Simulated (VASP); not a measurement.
Ta3Re:

```
Re Ta
1.0
     0.00000    3.24000    3.24000
     3.24000    0.00000    3.24000
     3.24000    3.24000    0.00000
Re Ta
1 3
Direct
  0.00000 0.00000 0.00000
  0.50000 0.50000 0.50000
  0.25000 0.25000 0.25000
  0.75000 0.75000 0.75000
```

```yaml
Program: VASP 6.6.1
Task: relaxation of cell and atoms
Functional: PBEsol
Potentials_or_basis: VASP PAW PBE potentials, release 64 (Re, Ta_pv)
Cutoff: 600 eV
k_mesh: 7 × 7 × 7
Occupations: methfessel-paxton, width 0.05 eV
Spin: no spin polarisation
```

At the start: pressure -5.5 GPa; volume 17.01 Å³/atom.

Task: Where does the relaxation end?

Result: Over 3 steps the energy falls by 6.8 meV/atom and the volume is 16.63 Å³/atom (-2.2 %); space group Fm-3m (No. 225, to 0.1 Å) before and after.

The path:
| step | energy change (eV) | largest force (eV/Å) | pressure (GPa) | volume (Å³) |
| --- | --- | --- | --- | --- |
| 1 | 0.0000 | 0.0000 | -5.54 | 68.02 |
| 2 | 0.1951 | 0.0000 | 18.68 | 62.40 |
| 3 | -0.0273 | 0.0000 | -0.11 | 66.50 |

Final structure:
```
Re Ta
1.0
     0.00000    3.21567    3.21567
     3.21567    0.00000    3.21567
     3.21567    3.21567    0.00000
Re Ta
1 3
Direct
  0.00000 0.00000 0.00000
  0.50000 0.50000 0.50000
  0.25000 0.25000 0.25000
  0.75000 0.75000 0.75000
```

Caveat: the PAW data sets were made with another functional, which shifts forces and pressure a little.
